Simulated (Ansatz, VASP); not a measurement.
Si2W in VASP and in Ansatz

Contents of INCAR:

```
SYSTEM = Si2W
ALGO = Normal ; DIPOL = 0.5 0.5 0.500
EDIFF = 1E-6 ; ENCUT = 520
GGA = PE ; IDIPOL = 3
ISIF = 2 ; ISMEAR = 0
LASPH = .True. ; LCHARG = .False.
LDIPOL = .True. ; LREAL = .False.
LWAVE = .False. ; NBANDS = 43
NELM = 80 ; PREC = Accurate
SIGMA = 0.1
```

File KPOINTS:

```
k-points
0
Gamma
  11 11 1
  0 0 0
```

Contents of POSCAR:

```
Si2W
1.0
    3.2112931008      0.0000000000      0.0000000000
    0.0000000000      3.2112931008      0.0000000000
    0.0000000000      0.0000000000     25.3828727967
Si W
6 3
Direct
    0.0000000000      0.0000000000      0.2954748290
    0.0000000000      0.0000000000      0.3970494862
    0.5000000000      0.5000000000      0.4492126714
    0.5000000000      0.5000000000      0.5507873286
    0.0000000000      0.0000000000      0.6029505138
    0.0000000000      0.0000000000      0.7045251710
    0.5000000000      0.5000000000      0.3462621576
    0.0000000000      0.0000000000      0.5000000000
    0.5000000000      0.5000000000      0.6537378424
```

Input for Ansatz:

```yaml
crystal:
  lattice:
    - [3.2112931008, 0.0, 0.0]
    - [0.0, 3.2112931008, 0.0]
    - [0.0, 0.0, 25.3828727967]
  atoms:
    - { symbol: Si, position: [0.0, 0.0, 0.295474829] }
    - { symbol: W, position: [0.5, 0.5, 0.3462621576] }
    - { symbol: Si, position: [0.0, 0.0, 0.3970494862] }
    - { symbol: Si, position: [0.5, 0.5, 0.4492126714] }
    - { symbol: W, position: [0.0, 0.0, 0.5] }
    - { symbol: Si, position: [0.5, 0.5, 0.5507873286] }
    - { symbol: Si, position: [0.0, 0.0, 0.6029505138] }
    - { symbol: W, position: [0.5, 0.5, 0.6537378424] }
    - { symbol: Si, position: [0.0, 0.0, 0.704525171] }
basis:
  ecutwfc: 420
kpoints:
  mp_grid: { grid: [11, 11, 1] }
hamiltonian:
  xc: pbe
scf:
  occupations: { method: gaussian, width: 0.1 }
output:
  forces: true
  stress: true
  eigenvalues: true
  write_density: true
  write_potential: true
  elf: true
  volumetric_format: npy
efield:
  axis: 3
  dipole_correction: true
  ramp_width: 0.04
```

Alike in both runs: task single point; functional PBE; k mesh 11 × 11 × 1; occupations gaussian, width 0.1 eV; no spin polarisation.

|  | VASP | Ansatz |
| --- | --- | --- |
| version | VASP 6.6.1 | Ansatz 0.2.0 |
| potentials or method | VASP PAW PBE potentials, release 64 (Si, W_sv), cutoff 520 eV | scalar-relativistic, plane waves, PAW |
| valence electrons in the cell | 66 | 66 |

VASP gave:

```
gap on the k mesh at the Fermi level (eV) : none
rms of the force components (eV/Å)        : 0.156
```

Q: Estimate Ansatz's values.

A: gap on the k mesh at the Fermi level (eV): none; rms of the force components (eV/Å): 0.154.

A gap of «none» marks a metal or a gap that the smearing closes. Ansatz's warnings: xc potential rough in thin density.

Neither program's run includes spin-orbit coupling.
